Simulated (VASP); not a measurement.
# W (Im-3m) in VASP: a series of runs

The runs below take W through single point, relaxation of cell and atoms, with PBEsol.

Everything below comes from runs of VASP 6.6.1. Logs are shortened: lines on timing, memory, paths and dates and some standing lists are left out, and cuts for length are marked.

## Step 1: The cell of the first run

Symmetry: Im-3m, No. 229, cubic system. Conventional cell: a = 3.154 Å, b = 3.154 Å, c = 3.154 Å, α = 90.00°, β = 90.00°, γ = 90.00°. W (site symmetry m-3m) has 14 W at 2.73 to 3.15 Å within 3.6 Å.

## Step 2: Single point, PBEsol

INCAR

```
SYSTEM = W
PREC     = Accurate       ! precision mode
ENCUT    = 520            ! plane-wave cutoff, eV
EDIFF    = 1E-7           ! SCF threshold, eV
ISMEAR   = -1             ! smearing method
SIGMA    = 0.08           ! smearing width, eV
LREAL    = .FALSE.        ! projectors in reciprocal space
LASPH    = .TRUE.         ! aspherical terms in the spheres
NELM     = 80             ! most SCF steps
ALGO     = Normal         ! electronic algorithm
ISIF     = 2              ! what is computed and relaxed
LWAVE    = .FALSE.        ! write WAVECAR
LCHARG   = .FALSE.        ! write CHGCAR
GGA      = PS             ! functional
NBANDS   = 13             ! bands
```

KPOINTS

```
regular mesh
0
G
  19 19 19
  0 0 0
```

POSCAR

```
W
1.0
   -1.5768857588      1.5768857588      1.5768857588
    1.5768857588     -1.5768857588      1.5768857588
    1.5768857588      1.5768857588     -1.5768857588
W
1
Direct
    0.0000000000      0.0000000000      0.0000000000
```

Potentials or basis: VASP PAW PBE potentials, release 64 (W_sv).

On the command line:

```
$ cat potpaw_PBE.64/W_sv/POTCAR > POTCAR
$ mpirun -np 1 vasp_std > vasp.out
```

OUTCAR:

```text
SYSTEM = W
   PREC = Accurate
   ENCUT = 520
   EDIFF = 1E-7
   ISMEAR = -1
   LREAL = .FALSE.
   LASPH = .TRUE.
   NELM = 80
   ISIF = 2
   GGA = PS

 ion  position               nearest neighbor table
   1  0.000  0.000  0.000-

  LATTYP: Found a body centered cubic cell.
 ALAT       =     3.1537715176

  Lattice vectors:

 A1 = (  -1.5768857588,   1.5768857588,   1.5768857588)
 A2 = (   1.5768857588,  -1.5768857588,   1.5768857588)
 A3 = (   1.5768857588,   1.5768857588,  -1.5768857588)

Analysis of symmetry for initial positions (statically):
=====================================================================
 Subroutine PRICEL returns:
 Original cell was already a primitive cell.

 Routine SETGRP: Setting up the symmetry group for a
 body centered cubic supercell.

 Subroutine GETGRP returns: Found 48 space group operations
 (whereof 48 operations were pure point group operations)
 out of a pool of 48 trial point group operations.

The static configuration has the point symmetry O_h .

Analysis of symmetry for dynamics (positions and initial velocities):
=====================================================================
 Subroutine PRICEL returns:
 Original cell was already a primitive cell.

 Routine SETGRP: Setting up the symmetry group for a
 body centered cubic supercell.

 Subroutine GETGRP returns: Found 48 space group operations
 (whereof 48 operations were pure point group operations)
 out of a pool of 48 trial point group operations.

The dynamic configuration has the point symmetry O_h .

 Subroutine INISYM returns: Found 48 space group operations
 (whereof 48 operations are pure point group operations),
 and found     1 'primitive' translations

----------------------------------------------------------------------------------------

                                     Primitive cell

  volume of cell :      15.6841

  direct lattice vectors                    reciprocal lattice vectors
    -1.576885759  1.576885759  1.576885759     0.000000000  0.317080674  0.317080674
     1.576885759 -1.576885759  1.576885759     0.317080674  0.000000000  0.317080674
     1.576885759  1.576885759 -1.576885759     0.317080674  0.317080674  0.000000000

  length of vectors
     2.731246252  2.731246252  2.731246252     0.448419790  0.448419790  0.448419790

  position of ions in fractional coordinates (direct lattice)
     0.000000000  0.000000000  0.000000000

[... 81 lines left out ...]
   ISIF   =      2    stress and relaxation
   ISYM   =      2    0-nonsym 1-usesym 2-fastsym
   POTIM  = 0.5000    time-step for ionic-motion
   TEBEG  =    0.0;   TEEND  =   0.0 temperature during run
   PSTRESS=    0.0 pullay stress
   NELECT =      14.0000    total number of electrons
   NUPDOWN=      -1.0000    fix difference up-down
   EMIN   =  10.00;   EMAX   =-10.00  energy-range for DOS
   EFERMI =   0.00;   METHOD = LEGACY
   ISMEAR =    -1;   SIGMA  =   0.08  broadening in eV -4-tet -1-fermi 0-gaus
   EFERMI_NEDOS =   21; number of points for ismear=-14 and -15
   IALGO  =     38    algorithm
   IMIX   =      4    mixing-type and parameters
     AMIX     =   0.40;   BMIX     =  1.00
     AMIX_MAG =   1.60;   BMIX_MAG =  1.00
  volume/ion in A,a.u.               =      15.68       105.84
  Fermi-wavevector in a.u.,A,eV,Ry     =   1.576270  2.978718 33.805405  2.484627
  Thomas-Fermi vector in A             =   2.677128
   LORBIT       =      0    0 simple, 1 ext, 2 COOP (PROOUT), +10 PAW based schemes
   GGA     = PS    functional components
   LHFCALC =     F    Hartree Fock is set to
   AEXX    =    0.0000 exact exchange contribution
   IVDW    =     0    specifies the selected vdW correction
   LEPSILON=     F    determine dielectric tensor
   LRPA    =     F    only Hartree local field effects (RPA)
 non-spin polarized calculation
  energy-cutoff  :      520.00
  volume of cell :       15.68
 maximum number of plane-waves:       435
   NGX = 11   NGY = 11   NGZ = 11

 number of electron      14.0000005 magnetization

 Free energy of the ion-electron system (eV)
  ---------------------------------------------------
  ext. energy  EPLUGINS =         0.00000000
  ---------------------------------------------------
  free energy    TOTEN  =       -13.81100053 eV

  energy without entropy =      -13.80242234  energy(sigma->0) =      -13.80671144

 E-fermi :  11.4026     XC(G=0): -13.8208

 val. band max:       11.3955837025   @ k =  -0.3158   0.3158   0.2105
 cond. band min:      11.4595602778   @ k =  -0.4737   0.4737   0.2105
 fundamental gap:      0.0639765753
 Fermi energy:        11.4026349559

 k-point     1 :       0.0000    0.0000    0.0000
  band No.  band energies     occupation
      1     -62.7001      2.00000
      2     -26.2420      2.00000
      3     -26.2420      2.00000
      4     -26.2420      2.00000
      5       1.7166      2.00000
      6      10.1780      2.00000
      7      10.1780      2.00000
      8      10.1780      2.00000
      9      13.6912      0.00000
     10      13.6912      0.00000
     11      25.9942      0.00000
     12      25.9942      0.00000
     13      25.9942      0.00000
[... 354 lines left out ...]
  band No.  band energies     occupation
      1     -62.5768      2.00000
      2     -27.3624      2.00000
      3     -26.6410      2.00000
      4     -26.3020      2.00000
      5       5.4624      2.00000
      6       8.1765      2.00000
      7       9.8823      2.00000
      8      13.3158      0.00000
      9      14.5121      0.00000
     10      16.3640      0.00000
     11      24.0385      0.00000
     12      25.2869      0.00000
     13      30.0240      0.00000

 [... further k-points ...]

------------------------ aborting loop because EDIFF is reached ----------------------------------------

  FORCE on cell =-STRESS in cart. coord.  units (eV):
  Direction    XX          YY          ZZ          XY          YZ          ZX
  --------------------------------------------------------------------------------------
  -------------------------------------------------------------------------------------
  Total        0.0636062      0.0636062      0.0636062      0.0000000      0.0000000      0.0000000
  in kB        6.4975496      6.4975496      6.4975496      0.0000000      0.0000000      0.0000000
  external PRESSURE =       6.4975496 kB  Pullay stress =       0.0000000 kB

 VOLUME and BASIS-vectors are now :
 -----------------------------------------------------------------------------
  energy-cutoff  :      520.00
  volume of cell :       15.68
      direct lattice vectors                 reciprocal lattice vectors
    -1.576885759  1.576885759  1.576885759     0.000000000  0.317080674  0.317080674
     1.576885759 -1.576885759  1.576885759     0.317080674  0.000000000  0.317080674
     1.576885759  1.576885759 -1.576885759     0.317080674  0.317080674  0.000000000

 POSITION                                       TOTAL-FORCE (eV/Angst)
 -----------------------------------------------------------------------------------
      0.00000      0.00000      0.00000        -0.000000     -0.000000      0.000000
 -----------------------------------------------------------------------------------
    total drift:                                0.000000      0.000000      0.000000

  FREE ENERGIE OF THE ION-ELECTRON SYSTEM (eV)
  ---------------------------------------------------
  free  energy   TOTEN  =       -13.8110005329 eV

  energy  without entropy=      -13.8024223444  energy(sigma->0) =      -13.80671144
```

stdout:

```text
POSCAR found type information on POSCAR W
 POSCAR found :  1 types and       1 ions
 scaLAPACK will be used
 -----------------------------------------------------------------------------
|                                                                             |
|                                                                             |
|     You enforced a specific xc type in the INCAR file but a different       |
|     I HOPE YOU KNOW WHAT YOU ARE DOING!                                     |
|                                                                             |
 -----------------------------------------------------------------------------

 LDA part: xc-table for (Slater+PW92), standard interpolation
 POSCAR, INCAR and KPOINTS ok, starting setup
 FFT: planning ... GRIDC
 FFT: planning ... GRID_SOFT
 FFT: planning ... GRID
 WAVECAR not read
 entering main loop
```

Run time: 50 s. Hardware: 1 thread of Intel Xeon 8259CL, shared host; peak memory 0.16 GiB.

What came out:

* Free energy: -13.8110 eV
* Pressure: 0.6 GPa
* Band gap on the k mesh: zero (bands 7 and 8 overlap by 6.16 eV)

Levels at points of the mesh, in eV from the Fermi level:
| k point | band 3 | band 4 | band 5 | band 6 | band 7 | band 8 | band 9 | band 10 | band 11 | band 12 |
| --- | --- | --- | --- | --- | --- | --- | --- | --- | --- | --- |
| (0.00, 0.00, 0.00) | -37.64 | -37.64 | -9.69 | -1.22 | -1.22 | -1.22 | 2.29 | 2.29 | 14.59 | 14.59 |

Caveat: the PAW data sets were made with another functional, which shifts forces and pressure a little; spin-orbit coupling is left out, which moves the levels of the heavy elements.

## Step 3: Single point, PBEsol

This run uses another cell than the first one: it holds 2 atoms, not 1.

INCAR

```
SYSTEM = W
  PREC = Accurate
  ENCUT = 520
  EDIFF = 1E-7
  ISMEAR = -1
  SIGMA = 0.08
  LREAL = .FALSE.
  LASPH = .TRUE.
  NELM = 80
  ALGO = Normal
  ISIF = 2
  LWAVE = .FALSE.
  LCHARG = .TRUE.
  GGA = PS
  LELF = .TRUE.
  LVHAR = .TRUE.
  NBANDS = 21
```

KPOINTS

```
Automatic mesh
0
G
  12 12 12
  0 0 0
```

POSCAR

```
W
1.0
    3.1537715175      0.0000000000      0.0000000000
    0.0000000000      3.1537715175      0.0000000000
    0.0000000000      0.0000000000      3.1537715175
W
2
Direct
    0.0000000000      0.0000000000      0.0000000000
    0.5000000000      0.5000000000      0.5000000000
```

Potentials or basis: VASP PAW PBE potentials, release 64 (W_sv).

On the command line:

```
$ cat potpaw_PBE.64/W_sv/POTCAR > POTCAR
$ mpirun -np 1 vasp_std > vasp.out
```

OUTCAR:

```text
SYSTEM = W
   PREC = Accurate
   ENCUT = 520
   EDIFF = 1E-7
   ISMEAR = -1
   LREAL = .FALSE.
   LASPH = .TRUE.
   NELM = 80
   ISIF = 2
   GGA = PS

 ion  position               nearest neighbor table
   1  0.000  0.000  0.000-   2 2.73   2 2.73   2 2.73   2 2.73   2 2.73   2 2.73   2 2.73   2 2.73

   2  0.500  0.500  0.500-   1 2.73   1 2.73   1 2.73   1 2.73   1 2.73   1 2.73   1 2.73   1 2.73

  LATTYP: Found a simple cubic cell.
 ALAT       =     3.1537715175

  Lattice vectors:

 A1 = (   3.1537715175,   0.0000000000,   0.0000000000)
 A2 = (   0.0000000000,   3.1537715175,   0.0000000000)
 A3 = (   0.0000000000,   0.0000000000,   3.1537715175)

Analysis of symmetry for initial positions (statically):
=====================================================================
 Subroutine PRICEL returns following result:

  LATTYP: Found a body centered cubic cell.
 ALAT       =     3.1537715175

  Lattice vectors:

 A1 = (   1.5768857588,   1.5768857588,  -1.5768857587)
 A2 = (  -1.5768857588,   1.5768857587,   1.5768857587)
 A3 = (   1.5768857588,  -1.5768857587,   1.5768857588)

   2 primitive cells build up your supercell.

 Routine SETGRP: Setting up the symmetry group for a
[... 172 lines left out ...]
  free energy    TOTEN  =       -27.62109492 eV

  energy without entropy =      -27.60323388  energy(sigma->0) =      -27.61216440

 E-fermi :  11.4441     XC(G=0): -13.8217

 val. band max:       11.3948512537   @ k =   0.3333   0.0000   0.0000
 cond. band min:      11.4667791982   @ k =   0.1667   0.1667   0.0000
 fundamental gap:      0.0719279445
 Fermi energy:        11.4440604264

 k-point     1 :       0.0000    0.0000    0.0000
  band No.  band energies     occupation
      1     -62.7058      2.00000
      2     -62.4596      2.00000
      3     -27.1838      2.00000
      4     -27.1838      2.00000
      5     -27.1838      2.00000
      6     -26.2473      2.00000
[... 565 lines left out ...]
     20      17.2687      0.00000
     21      22.6851      0.00000

 [... further k-points ...]

------------------------ aborting loop because EDIFF is reached ----------------------------------------

  FORCE on cell =-STRESS in cart. coord.  units (eV):
  Direction    XX          YY          ZZ          XY          YZ          ZX
  --------------------------------------------------------------------------------------
  -------------------------------------------------------------------------------------
  Total        0.1580134      0.1580134      0.1580134      0.0000000      0.0000000     -0.0000000
  in kB        8.0707503      8.0707503      8.0707503      0.0000000      0.0000000     -0.0000000
  external PRESSURE =       8.0707503 kB  Pullay stress =       0.0000000 kB

 VOLUME and BASIS-vectors are now :
 -----------------------------------------------------------------------------
  energy-cutoff  :      520.00
  volume of cell :       31.37
      direct lattice vectors                 reciprocal lattice vectors
     3.153771518  0.000000000  0.000000000     0.317080675  0.000000000  0.000000000
     0.000000000  3.153771518  0.000000000     0.000000000  0.317080675  0.000000000
     0.000000000  0.000000000  3.153771518     0.000000000  0.000000000  0.317080675

 POSITION                                       TOTAL-FORCE (eV/Angst)
 -----------------------------------------------------------------------------------
      0.00000      0.00000      0.00000        -0.000000     -0.000000     -0.000000
      1.57689      1.57689      1.57689         0.000000      0.000000      0.000000
 -----------------------------------------------------------------------------------
    total drift:                                0.000000      0.000000     -0.000000

  FREE ENERGIE OF THE ION-ELECTRON SYSTEM (eV)
  ---------------------------------------------------
  free  energy   TOTEN  =       -27.6210949215 eV

  energy  without entropy=      -27.6032338766  energy(sigma->0) =      -27.61216440
```

stdout:

```text
POSCAR found type information on POSCAR W
 POSCAR found :  1 types and       2 ions
 scaLAPACK will be used
 -----------------------------------------------------------------------------
|                                                                             |
|                                                                             |
|     You enforced a specific xc type in the INCAR file but a different       |
|     I HOPE YOU KNOW WHAT YOU ARE DOING!                                     |
|                                                                             |
 -----------------------------------------------------------------------------

 LDA part: xc-table for (Slater+PW92), standard interpolation
 POSCAR, INCAR and KPOINTS ok, starting setup
 FFT: planning ... GRIDC
 FFT: planning ... GRID_SOFT
 FFT: planning ... GRID
 WAVECAR not read
 entering main loop
```

Run time: 51 s. Hardware: 1 thread of Intel Xeon 8259CL, shared host; peak memory 0.17 GiB.

Results:

```
Free energy            : -27.6211 eV
Pressure               : 0.8 GPa
Band gap on the k mesh : zero (bands 14 and 15 overlap by 1.27 eV)
```

Caveat: the PAW data sets were made with another functional, which shifts forces and pressure a little; spin-orbit coupling is left out, which moves the levels of the heavy elements.

## Step 4: Relaxation of cell and atoms, PBEsol

This run uses another cell than the first one, of 15.73 Å³/atom.

INCAR

```
SYSTEM = W
PREC = Accurate
ENCUT = 600
EDIFF = 1E-7
ISMEAR = -1
SIGMA = 0.08
LREAL = .False.
LASPH = .True.
NELM = 60
ALGO = Normal
ISIF = 3
LWAVE = .False.
LCHARG = .False.
GGA = PS
IBRION = 2
NSW = 60
EDIFFG = -0.005
```

KPOINTS

```
regular mesh
0
Gamma
  19 19 19
  0 0 0
```

POSCAR

```
W
1.0
   -1.5784212184      1.5784212184      1.5784212184
    1.5784212184     -1.5784212184      1.5784212184
    1.5784212184      1.5784212184     -1.5784212184
W
1
Direct
    0.0000000000      0.0000000000      0.0000000000
```

On the command line:

```
$ cat potpaw_PBE.64/W_sv/POTCAR > POTCAR
$ mpirun -np 1 vasp_std > vasp.out
```

It took 87 s on 1 thread of Intel Xeon 8259CL, shared host; peak memory 0.18 GiB.

Results (log left out):

* Free energy: -13.8112 eV
* Relaxed volume: 15.72 Å³/atom
* Relaxed cell: a = 2.733 Å, b = 2.733 Å, c = 2.733 Å, α = 109.47°, β = 109.47°, γ = 109.47°
* Space group after relaxing (to 0.1 Å): Im-3m (No. 229)
* Energy gained by relaxing: 0.0 meV/atom
* Ionic steps: 3
* Pressure after relaxing: 0.0 GPa
* Band gap on the k mesh: zero (bands 7 and 8 overlap by 6.14 eV)

Final structure:
```xyz
1
Lattice="-1.5780 1.5780 1.5780 1.5780 -1.5780 1.5780 1.5780 1.5780 -1.5780" Properties=species:S:1:pos:R:3 pbc="T T T"
W     0.0000    0.0000    0.0000
```

Levels at points of the mesh, in eV from the Fermi level:
```
           k point  band 3  band 4  band 5  band 6  band 7  band 8  band 9  band 10  band 11
(0.00, 0.00, 0.00)  -37.65  -37.65   -9.67   -1.22   -1.22   -1.22    2.28     2.28    14.59
```

Caveat: the PAW data sets were made with another functional, which shifts forces and pressure a little; spin-orbit coupling is left out, which moves the levels of the heavy elements.

## Step 5: The runs side by side

| task | cell | k mesh | cutoff (eV) | gap on the mesh (eV) | pressure (GPa) |
| --- | --- | --- | --- | --- | --- |
| single point | a = 2.731 Å, angles 109.5°, 1 atom, atomic positions A | 19 × 19 × 19 | 520 | none | 0.6 |
| single point | a = 3.154 Å, 2 atoms, atomic positions B | 12 × 12 × 12 | 520 | none | 0.8 |
| relaxation of cell and atoms | relaxed from a = 2.734 Å, angles 109.5°, 1 atom, atomic positions A | 19 × 19 × 19 | 600 | none | 0.0 |

Alike in all rows: level PBEsol; potentials or basis VASP PAW PBE potentials, release 64 (W_sv); no spin polarisation; smearing fermi-dirac 0.08 eV.

Caveats: the PAW data sets were made with another functional, which shifts forces and pressure a little; spin-orbit coupling is left out, which moves the levels of the heavy elements.

Total energies depend on the potentials used, so only differences within one code and one set of settings carry meaning.

The gap in the log of VASP goes by the Fermi energy; the results here count the filled bands.